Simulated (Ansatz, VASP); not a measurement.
# TaN in VASP and in Ansatz

```
Ta N
1.0
     3.02470    0.00000    0.00000
    -1.51235    2.61947    0.00000
     0.00000    0.00000    6.09659
Ta N
2 2
Cartesian
  0.0000 1.7463 0.1859
  1.5124 0.8732 3.2342
  0.0000 1.7463 2.1613
  1.5124 0.8732 5.2096
```

Alike in both runs: task single point; functional PBE; k mesh 18 × 18 × 8; occupations gaussian, width 0.15 eV; no spin polarisation.

|  | VASP | Ansatz |
| --- | --- | --- |
| version | VASP 6.6.1 | Ansatz 0.2.0 |
| potentials or method | VASP PAW PBE potentials, release 64 (Ta_pv, N), cutoff 520 eV | scalar-relativistic, plane waves, PAW |
| valence electrons in the cell | 32 | 36 |

|  | VASP | Ansatz | Ansatz less VASP |
| --- | --- | --- | --- |
| gap on the k mesh at the Fermi level (eV) | none | none | - |
| pressure (GPa) | 23.8 | 22.9 | -0.92 |
| traceless stress, the component that is largest in VASP (GPa) | -7.13 | -7.52 | -0.386 |
| rms of the force components (eV/Å) | 0.497 | 0.499 | +0.0022 |

Atom by atom the forces differ by 0.002 eV/Å (rms over components). A gap of «none» marks a metal or a gap that the smearing closes. VASP's potentials hold 32 valence electrons a cell and Ansatz's 36, so a difference there can come from the potentials and not from the codes.

Neither program's run includes spin-orbit coupling.
